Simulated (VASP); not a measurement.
# Se (Pm-3m) in VASP: notebook

Se is run at these levels: PBEsol, RPBE; tasks: relaxation of cell and atoms.

Program: VASP 6.6.1. These are calculated values, not measurements. Logs are shortened: lines on timing, memory, paths and dates and some standing lists are left out, and cuts for length are marked.

## 1. The cell of the first run

The structure is cubic, space group Pm-3m (No. 221). Conventional cell: a = 2.811 Å, b = 2.811 Å, c = 2.811 Å, α = 90.00°, β = 90.00°, γ = 90.00°. Within 3.7 Å of Se (site symmetry m-3m) lie 6 Se at 2.81 Å.

## 2. Relaxation of cell and atoms, PBEsol

Input file INCAR:

```
PREC = Accurate
ENCUT = 600
EDIFF = 1E-7
ISMEAR = -1
SIGMA = 0.05
LREAL = F
LASPH = T
NELM = 100
ALGO = Normal
ISIF = 3
LWAVE = F
LCHARG = F
GGA = PS
IBRION = 2
NSW = 60
EDIFFG = -0.01
```

Input file KPOINTS:

```
regular mesh
0
Gamma
  9 9 9
```

Input file POSCAR:

```
Se
1.0
    2.8105630200      0.0000000000      0.0000000000
    0.0000000000      2.8105630200      0.0000000000
    0.0000000000      0.0000000000      2.8105630200
Se
1
Direct
    0.0000000000      0.0000000000      0.0000000000
```

Potentials or basis: VASP PAW PBE potentials, release 64 (Se).

The run is started by

```sh
$ cat potpaw_PBE.64/Se/POTCAR > POTCAR
$ mpirun -np 1 vasp_std > vasp.out
```

OUTCAR:

```text
PREC = Accurate
   ENCUT = 600
   EDIFF = 1E-7
   ISMEAR = -1
   LREAL = F
   LASPH = T
   NELM = 100
   ISIF = 3
   GGA = PS
   IBRION = 2
   NSW = 60
   EDIFFG = -0.01

 ion  position               nearest neighbor table
   1  0.000  0.000  0.000-

  LATTYP: Found a simple cubic cell.
 ALAT       =     2.8105630200

  Lattice vectors:

 A1 = (   2.8105630200,   0.0000000000,   0.0000000000)
 A2 = (   0.0000000000,   2.8105630200,   0.0000000000)
 A3 = (   0.0000000000,   0.0000000000,   2.8105630200)

Analysis of symmetry for initial positions (statically):
=====================================================================
 Subroutine PRICEL returns:
 Original cell was already a primitive cell.

 Routine SETGRP: Setting up the symmetry group for a
 simple cubic supercell.

 Subroutine GETGRP returns: Found 48 space group operations
 (whereof 48 operations were pure point group operations)
 out of a pool of 48 trial point group operations.

The static configuration has the point symmetry O_h .

Analysis of symmetry for dynamics (positions and initial velocities):
=====================================================================
 Subroutine PRICEL returns:
 Original cell was already a primitive cell.

 Routine SETGRP: Setting up the symmetry group for a
 simple cubic supercell.

 Subroutine GETGRP returns: Found 48 space group operations
 (whereof 48 operations were pure point group operations)
 out of a pool of 48 trial point group operations.

The dynamic configuration has the point symmetry O_h .

 Subroutine INISYM returns: Found 48 space group operations
 (whereof 48 operations are pure point group operations),
 and found     1 'primitive' translations

----------------------------------------------------------------------------------------

                                     Primitive cell

  volume of cell :      22.2014

  direct lattice vectors                    reciprocal lattice vectors
     2.810563020  0.000000000  0.000000000     0.355800597  0.000000000  0.000000000
     0.000000000  2.810563020  0.000000000     0.000000000  0.355800597  0.000000000
     0.000000000  0.000000000  2.810563020     0.000000000  0.000000000  0.355800597

  length of vectors
     2.810563020  2.810563020  2.810563020     0.355800597  0.355800597  0.355800597

  position of ions in fractional coordinates (direct lattice)
     0.000000000  0.000000000  0.000000000

  ion indices of the primitive-cell ions
   primitive index   ion index
                 1           1

----------------------------------------------------------------------------------------

 KPOINTS: regular mesh

Automatic generation of k-mesh.
 Grid dimensions read from file:
 generate k-points for:    9    9    9

 Generating k-lattice:

  Cartesian coordinates                     Fractional coordinates (reciprocal lattice)
     0.039533400  0.000000000  0.000000000     0.111111111  0.000000000  0.000000000
     0.000000000  0.039533400  0.000000000     0.000000000  0.111111111  0.000000000
     0.000000000  0.000000000  0.039533400     0.000000000  0.000000000  0.111111111

  Length of vectors
     0.039533400  0.039533400  0.039533400

  Shift w.r.t. Gamma in fractional coordinates (k-lattice)
     0.000000000  0.000000000  0.000000000

 Subroutine IBZKPT returns following result:
 ===========================================

 Found     35 irreducible k-points:

 Following reciprocal coordinates:
            Coordinates               Weight
  0.000000  0.000000  0.000000      1.000000
  0.111111  0.000000  0.000000      6.000000
  0.222222  0.000000  0.000000      6.000000
  0.333333  0.000000  0.000000      6.000000
  0.444444  0.000000  0.000000      6.000000
  0.111111  0.111111  0.000000     12.000000
[... 16 lines left out ...]
  0.333333  0.333333  0.111111     24.000000
  0.444444  0.333333  0.111111     48.000000
 [... further k-points ...]
   k-points           NKPTS =     35   k-points in BZ     NKDIM =     35   number of bands    NBANDS=      7
   number of dos      NEDOS =    301   number of ions     NIONS =      1
   total plane-waves  NPLWV =  13824
   dimension x,y,z NGX =    24 NGY =   24 NGZ =   24
   dimension x,y,z NGXF=    48 NGYF=   48 NGZF=   48
   ions per type =               1
   NGX,Y,Z   is equivalent  to a cutoff of  14.20, 14.20, 14.20 a.u.
   NGXF,Y,Z  is equivalent  to a cutoff of  28.39, 28.39, 28.39 a.u.
 SYSTEM =  unknown system
   PREC   = accura    normal or accurate (medium, high low for compatibility)
   ISTART =      0    job   : 0-new  1-cont  2-samecut
   ICHARG =      2    charge: 1-file 2-atom 10-const
   ISPIN  =      1    spin polarized calculation?
   LNONCOLLINEAR =      F non collinear calculations
   LSORBIT =      F    spin-orbit coupling
   LASPH  =      T    aspherical Exc in radial PAW
   ENCUT  =  600.0 eV  44.10 Ry    6.64 a.u.   5.61  5.61  5.61*2*pi/ulx,y,z
   NELM   =    100;   NELMIN=  2; NELMDL= -5     # of ELM steps
   EDIFF  = 0.1E-06   stopping-criterion for ELM
   LREAL  =      F    real-space projection
   EDIFFG = -.1E-01   stopping-criterion for IOM
   NSW    =     60    number of steps for IOM
   IBRION =      2    ionic relax: 0-MD 1-quasi-New 2-CG
   NFREE  =      1    steps in history (QN), initial steepest desc. (CG)
   ISIF   =      3    stress and relaxation
   ISYM   =      2    0-nonsym 1-usesym 2-fastsym
   POTIM  = 0.5000    time-step for ionic-motion
   TEBEG  =    0.0;   TEEND  =   0.0 temperature during run
   PSTRESS=    0.0 pullay stress
   NELECT =       6.0000    total number of electrons
   NUPDOWN=      -1.0000    fix difference up-down
   EMIN   =  10.00;   EMAX   =-10.00  energy-range for DOS
   EFERMI =   0.00;   METHOD = LEGACY
   ISMEAR =    -1;   SIGMA  =   0.05  broadening in eV -4-tet -1-fermi 0-gaus
   EFERMI_NEDOS =   21; number of points for ismear=-14 and -15
   IALGO  =     38    algorithm
   IMIX   =      4    mixing-type and parameters
     AMIX     =   0.40;   BMIX     =  1.00
     AMIX_MAG =   1.60;   BMIX_MAG =  1.00
  volume/ion in A,a.u.               =      22.20       149.82
  Fermi-wavevector in a.u.,A,eV,Ry     =   1.058438  2.000157 15.242472  1.120290
  Thomas-Fermi vector in A             =   2.193747
   LORBIT       =      0    0 simple, 1 ext, 2 COOP (PROOUT), +10 PAW based schemes
   GGA     = PS    functional components
   LHFCALC =     F    Hartree Fock is set to
   AEXX    =    0.0000 exact exchange contribution
   IVDW    =     0    specifies the selected vdW correction
   LEPSILON=     F    determine dielectric tensor
   LRPA    =     F    only Hartree local field effects (RPA)
 conjugate gradient relaxation of ions
 non-spin polarized calculation
  energy-cutoff  :      600.00
  volume of cell :       22.20
 maximum number of plane-waves:       751
 NGX is ok and might be reduce to    24
   NGX = 11   NGY = 11   NGZ = 11

--------------------------------------- Ionic step        1  -------------------------------------------

 number of electron       5.9999999 magnetization

 Free energy of the ion-electron system (eV)
  ---------------------------------------------------
  ext. energy  EPLUGINS =         0.00000000
  ---------------------------------------------------
  free energy    TOTEN  =        -3.75578157 eV

  energy without entropy =       -3.74896335  energy(sigma->0) =       -3.75237246

------------------------ aborting loop because EDIFF is reached ----------------------------------------

  FORCE on cell =-STRESS in cart. coord.  units (eV):
  Direction    XX          YY          ZZ          XY          YZ          ZX
  --------------------------------------------------------------------------------------
  -------------------------------------------------------------------------------------
  Total       -0.2111933     -0.2111933     -0.2111933     -0.0000000     -0.0000000      0.0000000
  in kB      -15.2409053    -15.2409053    -15.2409053     -0.0000000     -0.0000000      0.0000000
  external PRESSURE =     -15.2409053 kB  Pullay stress =       0.0000000 kB
[... 55 lines left out ...]
  energy  without entropy=       -3.7504895708  energy(sigma->0) =       -3.75390857

--------------------------------------- Ionic step        3  -------------------------------------------

 number of electron       6.0000000 magnetization

 Free energy of the ion-electron system (eV)
  ---------------------------------------------------
  ext. energy  EPLUGINS =         0.00000000
  ---------------------------------------------------
  free energy    TOTEN  =        -3.75793016 eV

  energy without entropy =       -3.75105812  energy(sigma->0) =       -3.75449414

 E-fermi :   5.0414     XC(G=0): -10.2477

 val. band max:        5.0273291909   @ k =   0.1111   0.1111   0.1111
 cond. band min:       5.1294327156   @ k =   0.1111   0.1111   0.1111
 fundamental gap:      0.1021035247
 Fermi energy:         5.0414256368

 k-point     1 :       0.0000    0.0000    0.0000
  band No.  band energies     occupation
      1     -11.3467      2.00000
      2       6.4970      0.00000
      3       6.4970      0.00000
      4       6.4970      0.00000
      5      12.7125      0.00000
      6      12.7125      0.00000
      7      12.9067      0.00000
[... 221 lines left out ...]
 k-point    24 :       0.4444    0.3333    0.1111
  band No.  band energies     occupation
      1      -7.6059      2.00000
      2      -0.5198      2.00000
      3       1.5612      2.00000
      4       7.5438      0.00000
      5       9.7038      0.00000
      6      16.9664      0.00000
      7      18.5157      0.00000

 [... further k-points ...]
[... 5 lines left out ...]
  --------------------------------------------------------------------------------------
  -------------------------------------------------------------------------------------
  Total        0.0002225      0.0002225      0.0002225     -0.0000000      0.0000000      0.0000000
  in kB        0.0163833      0.0163833      0.0163833     -0.0000000      0.0000000      0.0000000
  external PRESSURE =       0.0163833 kB  Pullay stress =       0.0000000 kB
[... 16 lines left out ...]
  FREE ENERGIE OF THE ION-ELECTRON SYSTEM (eV)
  ---------------------------------------------------
  free  energy   TOTEN  =        -3.7579301638 eV

  energy  without entropy=       -3.7510581213  energy(sigma->0) =       -3.75449414

 reached required accuracy - stopping structural energy minimisation
```

Run time: 6.8 s. Hardware: 1 thread of Intel Xeon Platinum 8488C (Sapphire Rapids), shared host; peak memory 0.14 GiB.

Results:

```
Free energy                            : -3.7579 eV
Relaxed volume                         : 21.76 Å³/atom
Relaxed cell                           : a = 2.792 Å, b = 2.792 Å, c = 2.792 Å, α = 90.00°, β = 90.00°, γ = 90.00°
Space group after relaxing (to 0.05 Å) : Pm-3m (No. 221)
Energy gained by relaxing              : 2.1 meV/atom
Ionic steps                            : 3
Pressure after relaxing                : 0.0 GPa
Band gap on the k mesh                 : zero (band 3 reaches 7.96 eV, above the bottom of band 4 at 1.70 eV)
```

Step by step:
```tsv
step	energy change (eV)	largest force (eV/Å)	pressure (GPa)	volume (Å³)
1	0.0000	0.0000	-1.52	22.20
2	-0.0015	0.0000	0.86	21.53
3	-0.0021	0.0000	0.00	21.76
```

Final structure:
```xyz
1
Lattice="2.7917 0.0000 0.0000 0.0000 2.7917 0.0000 0.0000 0.0000 2.7917" Properties=species:S:1:pos:R:3 pbc="T T T"
Se    0.0000    0.0000    0.0000
```

Caveat: the PAW data sets were made with another functional, which shifts forces and pressure a little.

## 3. Relaxation of cell and atoms, RPBE

Input file INCAR:

```
SYSTEM = Se
PREC     = Accurate       ! precision mode
ENCUT    = 600            ! plane-wave cutoff, eV
EDIFF    = 1E-6           ! SCF threshold, eV
ISMEAR   = -1             ! smearing method
SIGMA    = 0.05           ! smearing width, eV
LREAL    = .False.        ! projectors in reciprocal space
LASPH    = .True.         ! aspherical terms in the spheres
NELM     = 80             ! most SCF steps
ALGO     = Normal         ! electronic algorithm
ISIF     = 3              ! what is computed and relaxed
LWAVE    = .False.        ! write WAVECAR
LCHARG   = .False.        ! write CHGCAR
GGA      = RP             ! functional
IBRION   = 2              ! ionic algorithm
NSW      = 60             ! ionic steps
EDIFFG   = -0.01          ! ionic threshold
```

Input file KPOINTS:

```
Automatic mesh
0
Gamma
  9 9 9
  0 0 0
```

POSCAR is that of step 2.

Potentials or basis: VASP PAW PBE potentials, release 64 (Se).

The run is started by

```sh
$ cat potpaw_PBE.64/Se/POTCAR > POTCAR
$ mpirun -np 1 vasp_std > vasp.out
```

OUTCAR:

```text
SYSTEM = Se
   PREC = Accurate
   ENCUT = 600
   EDIFF = 1E-6
   ISMEAR = -1
   LREAL = .False.
   LASPH = .True.
   NELM = 80
   ISIF = 3
   GGA = RP
   IBRION = 2
   NSW = 60
   EDIFFG = -0.01

 ion  position               nearest neighbor table
   1  0.000  0.000  0.000-

  LATTYP: Found a simple cubic cell.
 ALAT       =     2.8105630200

  Lattice vectors:

 A1 = (   2.8105630200,   0.0000000000,   0.0000000000)
 A2 = (   0.0000000000,   2.8105630200,   0.0000000000)
 A3 = (   0.0000000000,   0.0000000000,   2.8105630200)

Analysis of symmetry for initial positions (statically):
=====================================================================
 Subroutine PRICEL returns:
 Original cell was already a primitive cell.

 Routine SETGRP: Setting up the symmetry group for a
 simple cubic supercell.

 Subroutine GETGRP returns: Found 48 space group operations
 (whereof 48 operations were pure point group operations)
 out of a pool of 48 trial point group operations.

The static configuration has the point symmetry O_h .
[... 163 lines left out ...]

  FORCE on cell =-STRESS in cart. coord.  units (eV):
  Direction    XX          YY          ZZ          XY          YZ          ZX
  --------------------------------------------------------------------------------------
  -------------------------------------------------------------------------------------
  Total        0.5272690      0.5272690      0.5272690     -0.0000000     -0.0000000      0.0000000
  in kB       38.0507196     38.0507196     38.0507196     -0.0000000     -0.0000000      0.0000000
  external PRESSURE =      38.0507196 kB  Pullay stress =       0.0000000 kB
[... 57 lines left out ...]
--------------------------------------- Ionic step        3  -------------------------------------------

 number of electron       5.9999999 magnetization

 Free energy of the ion-electron system (eV)
  ---------------------------------------------------
  ext. energy  EPLUGINS =         0.00000000
  ---------------------------------------------------
  free energy    TOTEN  =        -2.94713421 eV

  energy without entropy =       -2.94114101  energy(sigma->0) =       -2.94413761

 E-fermi :   4.3769     XC(G=0):  -9.6358

 val. band max:        4.3167442741   @ k =   0.1111   0.1111   0.0000
 cond. band min:       4.4289827683   @ k =   0.1111   0.1111   0.1111
 fundamental gap:      0.1122384942
 Fermi energy:         4.3768550536

 k-point     1 :       0.0000    0.0000    0.0000
  band No.  band energies     occupation
      1     -11.3344      2.00000
      2       5.7159      0.00000
      3       5.7159      0.00000
      4       5.7159      0.00000
      5      12.1857      0.00000
      6      12.1857      0.00000
      7      12.2450      0.00000
[... 221 lines left out ...]
 k-point    24 :       0.4444    0.3333    0.1111
  band No.  band energies     occupation
      1      -8.0402      2.00000
      2      -0.6588      2.00000
      3       1.1853      2.00000
      4       6.6039      0.00000
      5       9.5452      0.00000
      6      16.3007      0.00000
      7      17.5718      0.00000

 [... further k-points ...]
[... 5 lines left out ...]
  --------------------------------------------------------------------------------------
  -------------------------------------------------------------------------------------
  Total        0.0016002      0.0016002      0.0016002      0.0000000      0.0000000     -0.0000000
  in kB        0.1094666      0.1094666      0.1094666      0.0000000      0.0000000     -0.0000000
  external PRESSURE =       0.1094666 kB  Pullay stress =       0.0000000 kB
[... 16 lines left out ...]
  FREE ENERGIE OF THE ION-ELECTRON SYSTEM (eV)
  ---------------------------------------------------
  free  energy   TOTEN  =        -2.9471342137 eV

  energy  without entropy=       -2.9411410117  energy(sigma->0) =       -2.94413761

 reached required accuracy - stopping structural energy minimisation
```

OSZICAR:

```text
N       E                     dE             d eps       ncg     rms          rms(c)
DAV:   1     0.113677202889E+02    0.11368E+02   -0.30319E+03   490   0.816E+02
DAV:   2    -0.268852804901E+01   -0.14056E+02   -0.13652E+02   700   0.862E+01
DAV:   3    -0.292390391809E+01   -0.23538E+00   -0.23488E+00   574   0.128E+01
[... 21 lines left out ...]
DAV:   2    -0.294894051038E+01    0.48796E-02   -0.47325E-03   539   0.510E-01    0.222E-01
DAV:   3    -0.294711938352E+01    0.18211E-02   -0.55189E-03   490   0.447E-01    0.614E-02
DAV:   4    -0.294713291791E+01   -0.13534E-04   -0.24926E-05   553   0.489E-02    0.246E-02
DAV:   5    -0.294713435562E+01   -0.14377E-05   -0.68782E-06   574   0.201E-02    0.260E-03
DAV:   6    -0.294713421374E+01    0.14188E-06   -0.11765E-07   280   0.320E-03
   3 F= -.29471342E+01 E0= -.29441376E+01  d E =-.138060E-01
```

Wall time 6.7 s (1 thread of Intel Xeon Platinum 8488C (Sapphire Rapids), shared host); peak memory 0.14 GiB.

Results:

```yaml
Free_energy: -2.9471 eV
Relaxed_volume: 23.42 Å³/atom
Relaxed_cell: a = 2.861 Å, b = 2.861 Å, c = 2.861 Å, α = 90.00°, β = 90.00°, γ = 90.00°
Space_group_after_relaxing_to_0.05_Å: Pm-3m (No. 221)
Energy_gained_by_relaxing: 13.8 meV/atom
Ionic_steps: 3
Pressure_after_relaxing: 0.0 GPa
Band_gap_on_the_k_mesh: zero (band 3 reaches 6.99 eV, above the bottom of band 4 at 1.28 eV)
```

Step by step:
```tsv
step	energy change (eV)	largest force (eV/Å)	pressure (GPa)	volume (Å³)
1	0.0000	0.0000	3.81	22.20
2	-0.0117	0.0000	-1.30	23.94
3	-0.0138	0.0000	0.01	23.42
```

Final structure:
```
Se
1.0
     2.86111    0.00000    0.00000
     0.00000    2.86111    0.00000
     0.00000    0.00000    2.86111
Se
1
Direct
  0.00000 0.00000 0.00000
```

Levels at points of the mesh, in eV from the Fermi level:
| k point | band 1 | band 2 | band 3 | band 4 | band 5 | band 6 |
| --- | --- | --- | --- | --- | --- | --- |
| (0.00, 0.00, 0.00) | -15.71 | 1.34 | 1.34 | 1.34 | 7.81 | 7.81 |

Caveat: the PAW data sets were made with another functional, which shifts forces and pressure a little.
